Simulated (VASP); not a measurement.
# LiSi8O16 (a cell with a defect) in VASP: single point with PBE

Aim: the single point of LiSi8O16 (a cell with a defect) with PBE.

All numbers are computed with VASP 6.6.1; they aren't measurements. Logs are shortened: lines on timing, memory, paths and dates and some standing lists are left out, and cuts for length are marked.

## 1. The cell of the first run

The cell holds a defect, 25 atoms: a = 5.872 Å, b = 5.872 Å, c = 5.318 Å, α = 90.00°, β = 90.00°, γ = 90.00°.

## 2. Single point, PBE, collinear spin, ferromagnetic start

Input file INCAR:

```
PREC = Accurate
ENCUT = 520
EDIFF = 1E-7
ISMEAR = 0
SIGMA = 0.02
LREAL = Auto
LASPH = T
NELM = 150
ALGO = Normal
ISIF = 2
LWAVE = F
LCHARG = F
ISPIN = 2
MAGMOM = 0 0 0 0 0 0 0 0 0 0 0 0 0 0 0 0 0 0 0 0 0 0 0 0 1
LORBIT = 11
GGA = PE
NBANDS = 88
```

Input file KPOINTS:

```
regular mesh
0
Gamma
  2 2 3
```

Input file POSCAR:

```
LiSi8O16
1.0
   -4.1520000000     -4.1520000000      0.0000000000
    4.1520000000     -4.1520000000      0.0000000000
    0.0000000000      0.0000000000      5.3180000000
Si O Li
8 16 1
Direct
    0.5023017775      0.5060091173     -0.0044263627
    0.0025623480      0.4937901580      0.2416852142
    0.4843493212      0.4825792907      0.4955938855
    0.0025293656      0.4938146909      0.7494603689
   -0.0031859587     -0.0063071507     -0.0044258530
    0.4965477174      0.0059328145      0.2417167372
    0.0147842036      0.0171930128      0.4955921301
    0.4965819000      0.0059108062      0.7494295905
    0.1975681688      0.5156387002     -0.0044062062
    0.0134433221      0.1952162300      0.2381754486
    0.8050170500      0.4919455887     -0.0043881907
   -0.0139579610      0.8026951037      0.2528846325
    0.1925314752      0.5031648066      0.4955642637
    0.0134428238      0.1952271887      0.7529810817
    0.8063099858      0.4692173442      0.4955306638
   -0.0139742472      0.8027105218      0.7382620822
    0.6940779077      0.0077654037     -0.0043866554
    0.5130787303      0.6970138929      0.2529748099
    0.3015610195     -0.0159221879     -0.0044020587
    0.4856651963      0.3045121382      0.2382559177
    0.6927918064      0.0305092626      0.4955286013
    0.5130933354      0.6969989129      0.7381722492
    0.3065584287     -0.0034582805      0.4955602835
    0.4856680119      0.3045016212      0.7529002433
    0.7495904717      0.7498729133      0.4954281228
```

Potentials or basis: VASP PAW PBE potentials, release 64 (Si, O, Li_sv).

Command:

```bash
cat potpaw_PBE.64/Si/POTCAR potpaw_PBE.64/O/POTCAR potpaw_PBE.64/Li_sv/POTCAR > POTCAR
mpirun -np 1 vasp_std > vasp.out
```

OUTCAR:

```text
PREC = Accurate
   ENCUT = 520
   EDIFF = 1E-7
   ISMEAR = 0
   LREAL = Auto
   LASPH = T
   NELM = 150
   ISIF = 2
   ISPIN = 2
   LORBIT = 11
   GGA = PE

 ion  position               nearest neighbor table
   1  0.502  0.506  0.996-  20 1.75  24 1.75  22 1.77  18 1.77  11 1.78   9 1.79   3 2.66   3 2.66

   2  0.003  0.494  0.242-   9 1.74  11 1.75  13 1.75  10 1.75  15 1.78  12 1.82  25 2.51   4 2.62
                             4 2.70   7 3.11   3 3.14
   3  0.484  0.483  0.496-  13 1.72  24 1.72  20 1.72  22 1.81  18 1.81  15 1.89  25 2.21   1 2.66
                             1 2.66   6 3.11   8 3.11   2 3.14   4 3.14
   4  0.003  0.494  0.749-   9 1.74  11 1.75  13 1.75  14 1.75  15 1.78  16 1.82  25 2.51   2 2.62
                             2 2.70   7 3.11   3 3.14
   5  0.997  0.994  0.996-  10 1.75  14 1.75  16 1.77  12 1.77  17 1.78  19 1.79   7 2.66   7 2.66

   6  0.497  0.006  0.242-  19 1.74  17 1.75  23 1.75  20 1.75  21 1.78  18 1.82  25 2.51   8 2.62
                             8 2.70   3 3.11   7 3.14
   7  0.015  0.017  0.496-  23 1.72  14 1.72  10 1.72  16 1.81  12 1.81  21 1.89  25 2.21   5 2.66
                             5 2.66   2 3.11   4 3.11   6 3.14   8 3.14
   8  0.497  0.006  0.749-  19 1.74  17 1.75  23 1.75  24 1.75  21 1.78  22 1.82  25 2.51   6 2.62
                             6 2.70   3 3.11   7 3.14
   9  0.198  0.516  0.996-   2 1.74   4 1.74   1 1.79
  10  0.013  0.195  0.238-   7 1.72   5 1.75   2 1.75
  11  0.805  0.492  0.996-   2 1.75   4 1.75   1 1.78
  12  0.986  0.803  0.253-   5 1.77   7 1.81   2 1.82  25 1.92
  13  0.193  0.503  0.496-   3 1.72   2 1.75   4 1.75
  14  0.013  0.195  0.753-   7 1.72   5 1.75   4 1.75
  15  0.806  0.469  0.496-  25 1.68   2 1.78   4 1.78   3 1.89
  16  0.986  0.803  0.738-   5 1.77   7 1.81   4 1.82  25 1.92
  17  0.694  0.008  0.996-   6 1.75   8 1.75   5 1.78
  18  0.513  0.697  0.253-   1 1.77   3 1.81   6 1.82  25 1.92
  19  0.302  0.984  0.996-   6 1.74   8 1.74   5 1.79
  20  0.486  0.305  0.238-   3 1.72   1 1.75   6 1.75
  21  0.693  0.031  0.496-  25 1.68   6 1.78   8 1.78   7 1.89
  22  0.513  0.697  0.738-   1 1.77   3 1.81   8 1.82  25 1.92
  23  0.307  0.997  0.496-   7 1.72   6 1.75   8 1.75
  24  0.486  0.305  0.753-   3 1.72   1 1.75   8 1.75
  25  0.750  0.750  0.495-  21 1.68  15 1.68  18 1.92  12 1.92  22 1.92  16 1.92   7 2.21   3 2.21
                             2 2.51   6 2.51   4 2.51   8 2.51

  LATTYP: Found a simple tetragonal cell.
 ALAT       =     5.8718147110
 C/A-ratio  =     0.9056825295

  Lattice vectors:

 A1 = (  -4.1520000000,  -4.1520000000,   0.0000000000)
 A2 = (   4.1520000000,  -4.1520000000,   0.0000000000)
 A3 = (   0.0000000000,   0.0000000000,   5.3180000000)

Analysis of symmetry for initial positions (statically):
=====================================================================
 Subroutine PRICEL returns:
 Original cell was already a primitive cell.

 Routine SETGRP: Setting up the symmetry group for a
 simple tetragonal supercell.

 Subroutine GETGRP returns: Found  1 space group operations
 (whereof  1 operations were pure point group operations)
 out of a pool of 16 trial point group operations.

The static configuration has the point symmetry C_1 .

Analysis of symmetry for dynamics (positions and initial velocities):
=====================================================================
 Subroutine PRICEL returns:
 Original cell was already a primitive cell.

 Routine SETGRP: Setting up the symmetry group for a
 simple tetragonal supercell.

 Subroutine GETGRP returns: Found  1 space group operations
 (whereof  1 operations were pure point group operations)
 out of a pool of 16 trial point group operations.

The dynamic configuration has the point symmetry C_1 .

Analysis of structural, dynamic, and magnetic symmetry:
=====================================================================
 Subroutine PRICEL returns:
 Original cell was already a primitive cell.

 Routine SETGRP: Setting up the symmetry group for a
 simple tetragonal supercell.

 Subroutine GETGRP returns: Found  1 space group operations
 (whereof  1 operations were pure point group operations)
 out of a pool of 16 trial point group operations.

The overall configuration has the point symmetry C_1 .

 Subroutine INISYM returns: Found  1 space group operations
 (whereof  1 operations are pure point group operations),
 and found     1 'primitive' translations

----------------------------------------------------------------------------------------

                                     Primitive cell

  volume of cell :     183.3551

  direct lattice vectors                    reciprocal lattice vectors
    -4.152000000 -4.152000000  0.000000000    -0.120423892 -0.120423892  0.000000000
[... 90 lines left out ...]
  0.500000  0.000000  0.000000      1.000000
  0.000000  0.500000  0.000000      1.000000
  0.500000  0.500000  0.000000      1.000000
  0.000000  0.000000  0.333333      2.000000
  0.500000  0.000000  0.333333      2.000000
  0.000000  0.500000  0.333333      2.000000
  0.500000  0.500000  0.333333      2.000000
   k-points           NKPTS =      8   k-points in BZ     NKDIM =      8   number of bands    NBANDS=     88
   number of dos      NEDOS =    301   number of ions     NIONS =     25
   total plane-waves  NPLWV =  92160
   dimension x,y,z NGX =    48 NGY =   48 NGZ =   40
   dimension x,y,z NGXF=    96 NGYF=   96 NGZF=   80
   ions per type =               8  16   1
   NGX,Y,Z   is equivalent  to a cutoff of  13.59, 13.59, 12.50 a.u.
   NGXF,Y,Z  is equivalent  to a cutoff of  27.18, 27.18, 25.01 a.u.
 SYSTEM =  unknown system
   PREC   = accura    normal or accurate (medium, high low for compatibility)
   ISTART =      0    job   : 0-new  1-cont  2-samecut
   ICHARG =      2    charge: 1-file 2-atom 10-const
   ISPIN  =      2    spin polarized calculation?
   LNONCOLLINEAR =      F non collinear calculations
   LSORBIT =      F    spin-orbit coupling
   LASPH  =      T    aspherical Exc in radial PAW
   ENCUT  =  520.0 eV  38.22 Ry    6.18 a.u.  10.92 10.92  9.89*2*pi/ulx,y,z
   NELM   =    150;   NELMIN=  2; NELMDL= -5     # of ELM steps
   EDIFF  = 0.1E-06   stopping-criterion for ELM
   LREAL  =      T    real-space projection
   EDIFFG = 0.1E-05   stopping-criterion for IOM
   NSW    =      0    number of steps for IOM
   IBRION =     -1    ionic relax: 0-MD 1-quasi-New 2-CG
   NFREE  =      0    steps in history (QN), initial steepest desc. (CG)
   ISIF   =      2    stress and relaxation
   ISYM   =      2    0-nonsym 1-usesym 2-fastsym
   POTIM  = 0.5000    time-step for ionic-motion
   TEBEG  =    0.0;   TEEND  =   0.0 temperature during run
   PSTRESS=    0.0 pullay stress
   NELECT =     131.0000    total number of electrons
   NUPDOWN=      -1.0000    fix difference up-down
   EMIN   =  10.00;   EMAX   =-10.00  energy-range for DOS
   EFERMI =   0.00;   METHOD = LEGACY
   ISMEAR =     0;   SIGMA  =   0.02  broadening in eV -4-tet -1-fermi 0-gaus
   EFERMI_NEDOS =   21; number of points for ismear=-14 and -15
   IALGO  =     38    algorithm
   IMIX   =      4    mixing-type and parameters
     AMIX     =   0.40;   BMIX     =  1.00
     AMIX_MAG =   1.60;   BMIX_MAG =  1.00
  volume/ion in A,a.u.               =       7.33        49.49
  Fermi-wavevector in a.u.,A,eV,Ry     =   1.463528  2.765666 29.142497  2.141913
  Thomas-Fermi vector in A             =   2.579612
   LORBIT       =     11    0 simple, 1 ext, 2 COOP (PROOUT), +10 PAW based schemes
   GGA     = PE    functional components
   LHFCALC =     F    Hartree Fock is set to
   AEXX    =    0.0000 exact exchange contribution
   IVDW    =     0    specifies the selected vdW correction
   LEPSILON=     F    determine dielectric tensor
   LRPA    =     F    only Hartree local field effects (RPA)
 spin polarized calculation
 Gauss-broadening in eV      SIGMA  =   0.02
  energy-cutoff  :      520.00
  volume of cell :      183.36
 maximum number of plane-waves:      4988
 NGX is ok and might be reduce to    48
   NGX = 21   NGY = 21   NGZ = 19

 number of electron     131.0000018 magnetization       0.0000094

 number of electron     131.0000018 magnetization      -0.0000112

 Free energy of the ion-electron system (eV)
  ---------------------------------------------------
  ext. energy  EPLUGINS =         0.00000000
  ---------------------------------------------------
  free energy    TOTEN  =      -181.13486480 eV

  energy without entropy =     -181.13419095  energy(sigma->0) =     -181.13452787

 E-fermi :  15.6121     XC(G=0): -12.4999

 val. band max:       15.5863504204   @ k =   0.0000   0.0000   0.3333
 cond. band min:      15.6330885334   @ k =   0.5000   0.0000   0.0000
 fundamental gap:      0.0467381130
 Fermi energy:        15.6120746843

 spin component 1

 k-point     1 :       0.0000    0.0000    0.0000
  band No.  band energies     occupation
      1     -34.9452      1.00000
      2     -13.9757      1.00000
      3     -12.2418      1.00000
      4     -12.1377      1.00000
      5     -11.2914      1.00000
      6     -11.2484      1.00000
[... 629 lines left out ...]
     76      18.9099      0.00000
     77      18.9491      0.00000
 Fermi energy:        15.6120746843

 spin component 2

 k-point     1 :       0.0000    0.0000    0.0000
  band No.  band energies     occupation
      1     -34.9453      1.00000
      2     -13.9757      1.00000
      3     -12.2418      1.00000
      4     -12.1377      1.00000
      5     -11.2914      1.00000
      6     -11.2484      1.00000
[... 629 lines left out ...]
     76      18.9099      0.00000
     77      18.9491      0.00000
 [bands above 77 left out]

------------------------ aborting loop because EDIFF is reached ----------------------------------------

  FORCE on cell =-STRESS in cart. coord.  units (eV):
  Direction    XX          YY          ZZ          XY          YZ          ZX
  --------------------------------------------------------------------------------------
  -------------------------------------------------------------------------------------
  Total       43.4539960     33.9142861     40.9292986     -0.5267567      0.0014696      0.0008439
  in kB      379.7058462    296.3468010    357.6447596     -4.6028586      0.0128414      0.0073743
  external PRESSURE =     344.5658023 kB  Pullay stress =       0.0000000 kB

 VOLUME and BASIS-vectors are now :
 -----------------------------------------------------------------------------
  energy-cutoff  :      520.00
  volume of cell :      183.36
      direct lattice vectors                 reciprocal lattice vectors
    -4.152000000 -4.152000000  0.000000000    -0.120423892 -0.120423892  0.000000000
     4.152000000 -4.152000000  0.000000000     0.120423892 -0.120423892  0.000000000
     0.000000000  0.000000000  5.318000000     0.000000000  0.000000000  0.188040617

 POSITION                                       TOTAL-FORCE (eV/Angst)
 -----------------------------------------------------------------------------------
      0.01539     -4.18651      5.29446        -0.002027      0.003096      0.003052
      2.03958     -2.06086      1.28528        -0.007473     -0.004878      0.007496
     -0.00735     -4.01469      2.63557        -0.001683      0.007222     -0.005133
      2.03982     -2.06082      3.98563        -0.009793     -0.005731     -0.007448
     -0.01296     -8.26458      5.29446         0.003528     -0.002231      0.002657
     -2.03703     -2.08630      1.28545         0.006839      0.005340      0.007059
[... 17 lines left out ...]
     -0.75220     -3.28078      4.00392        -0.016138      0.011848      0.018915
      0.00117     -6.22577      2.63469        -0.000658      0.000094      0.000705
 -----------------------------------------------------------------------------------
    total drift:                               -0.004170      0.006775     -0.015226

  FREE ENERGIE OF THE ION-ELECTRON SYSTEM (eV)
  ---------------------------------------------------
  free  energy   TOTEN  =      -181.1348647955 eV

  energy  without entropy=     -181.1341909473  energy(sigma->0) =     -181.13452787

 total charge

# of ion       s       p       d       tot
------------------------------------------
    1        0.630   0.873   0.000   1.503
    2        0.620   0.891   0.000   1.511
    3        0.657   0.884   0.000   1.541
    4        0.620   0.891   0.000   1.511
    5        0.629   0.873   0.000   1.502
    6        0.620   0.891   0.000   1.511
[... 17 lines left out ...]
   24        1.563   3.723   0.000   5.285
   25        2.071   0.164   0.000   2.235
--------------------------------------------------
tot         32.124  66.466   0.000  98.590

 magnetization (x)

# of ion       s       p       d       tot
------------------------------------------
    1        0.000  -0.000   0.000   0.000
    2       -0.000  -0.000   0.000  -0.000
    3       -0.000  -0.000   0.000  -0.000
    4       -0.000  -0.000   0.000  -0.000
    5        0.000  -0.000   0.000   0.000
    6       -0.000  -0.000   0.000  -0.000
[... 17 lines left out ...]
   24        0.000  -0.000   0.000  -0.000
   25       -0.000  -0.000   0.000  -0.000
--------------------------------------------------
tot         -0.000  -0.000   0.000  -0.000
```

Wall time 6.8 min (1 thread of Intel Xeon Platinum 8259CL at 2.50GHz (Skylake/Cascade Lake), shared host); peak memory 0.44 GiB.

Results:

```
Free energy                                           : -181.1349 eV
Largest force                                         : 0.072 eV/Å
Net moment                                            : 0.00 μB per cell
Valence electrons inside the program's atomic spheres : Si 1.50, 1.51, 1.54; O 5.26, 5.29, 5.24, 5.25; Li 2.23
```

Forces on the atoms (eV/Å):
```
Si  -0.002  0.003  0.003
Si  -0.007 -0.005  0.007
Si  -0.002  0.007 -0.005
Si  -0.010 -0.006 -0.007
Si   0.004 -0.002  0.003
Si   0.007  0.005  0.007
Si   0.003 -0.004 -0.005
Si   0.010  0.005 -0.007
O   -0.019 -0.013 -0.004
O    0.015 -0.012 -0.019
O    0.024  0.018 -0.005
O   -0.017  0.012 -0.007
O    0.000  0.001  0.002
O    0.015 -0.012  0.018
O   -0.055  0.045  0.006
O   -0.015  0.013  0.008
O   -0.026 -0.019 -0.004
O    0.018 -0.012 -0.007
O    0.021  0.014 -0.003
O   -0.015  0.012 -0.019
O    0.055 -0.045  0.006
O    0.014 -0.013  0.010
O   -0.002 -0.002  0.003
O   -0.016  0.012  0.019
Li  -0.001  0.000  0.001
```

Caveat: the k points lie up to 0.54 Å⁻¹ apart; the cutoff is under 1.25 times the usual one of these potentials, so pressure, stress and relaxed cells hold a basis-set (Pulay) error.
